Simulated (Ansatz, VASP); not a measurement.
**TiSi2 in VASP and in Ansatz**

Contents of INCAR:

```
SYSTEM = TiSi2
ALGO = Normal
EDIFF = 1E-6
ENCUT = 520
GGA = PS
ISIF = 2
ISMEAR = -1
LASPH = .TRUE.
LCHARG = .FALSE.
LREAL = .FALSE.
LWAVE = .FALSE.
NBANDS = 29
NELM = 100
PREC = Accurate
SIGMA = 0.05
```

File KPOINTS:

```
k-points
0
G
  6 6 6
  0 0 0
```

File POSCAR:

```
TiSi2
1.0
    0.0000000000      4.1175163063      4.0923819220
    2.3895119538      0.0000000000      4.0923819220
    2.3895119538      4.1175163063      0.0000000000
Ti Si
2 4
Direct
    0.7500000000      0.7500000000      0.7500000000
    0.5000000000      0.5000000000      0.5000000000
    0.4125656100      0.0874343900      0.4125656100
    0.0874343900      0.4125656100      0.0874343900
    0.1625656100      0.8374343900      0.1625656100
    0.8374343900      0.1625656100      0.8374343900
```

Contents of input.yaml:

```yaml
crystal:
  lattice:
    - [0.0, 4.1175163063, 4.092381922]
    - [2.3895119538, 0.0, 4.092381922]
    - [2.3895119538, 4.1175163063, 0.0]
  atoms:
    - { symbol: Ti, position: [0.75, 0.75, 0.75] }
    - { symbol: Ti, position: [0.5, 0.5, 0.5] }
    - { symbol: Si, position: [0.41256561, 0.08743439, 0.41256561] }
    - { symbol: Si, position: [0.08743439, 0.41256561, 0.08743439] }
    - { symbol: Si, position: [0.16256561, 0.83743439, 0.16256561] }
    - { symbol: Si, position: [0.83743439, 0.16256561, 0.83743439] }
hamiltonian:
  xc: pbesol
  pseudopotentials: { kind: paw }
kpoints:
  mp_grid: { grid: [6, 6, 6] }
  band_path:
    path:
      - [[0.0, 0.0, 0.0], [-0.5, -0.5, 0.0], [-1.0, -0.5, -0.5], [-0.5, 0.0, -0.5], [0.0, 0.0, 0.0], [0.0, -0.4194279574, -0.4194279574], [-0.5, -0.7489626114, -0.2489626114], [-0.5, -0.5, 0.0]]
      - [[-1.0, -0.5, -0.5], [-1.0, -0.5805720426, -0.5805720426]]
      - [[0.0, -0.4194279574, -0.4194279574], [-0.5, -0.2510373886, -0.7510373886], [-0.5, 0.0, -0.5]]
      - [[-0.5, -0.5, -0.5], [0.0, 0.0, 0.0]]
    npoints: 14
scf:
  occupations: { method: fermi_dirac, width: 0.05 }
  n_extra_bands: 15
output:
  forces: true
  stress: true
  eigenvalues: true
  fatbands: true
  write_density: true
  write_potential: true
  elf: true
  volumetric_format: npy
```

Alike in both runs: functional PBEsol; k mesh 6 × 6 × 6; occupations fermi-dirac, width 0.05 eV; no spin polarisation.

|  | VASP | Ansatz |
| --- | --- | --- |
| version | VASP 6.6.1 | Ansatz 0.2.0 |
| potentials or method | VASP PAW PBE potentials, release 64 (Ti_sv, Si) | Ansatz PAW |
| plane-wave cutoff (eV) | 520 | 420 |
| valence electrons in the cell | 40 | 40 |
| task | single point | band structure |

```tsv
	VASP	Ansatz	Ansatz less VASP
gap on the k mesh at the Fermi level (eV)	none	none	-
pressure (GPa)	6.3	6.2	-0.16
traceless stress, the component that is largest in VASP (GPa)	11.50	11.44	-0.063
rms of the force components (eV/Å)	0.079	0.079	-0.0004
```

VASP's potentials were made for PBE, not for PBEsol. Atom by atom the forces differ by 0.000 eV/Å (rms over components). A gap of «none» marks a metal or a gap that the smearing closes.
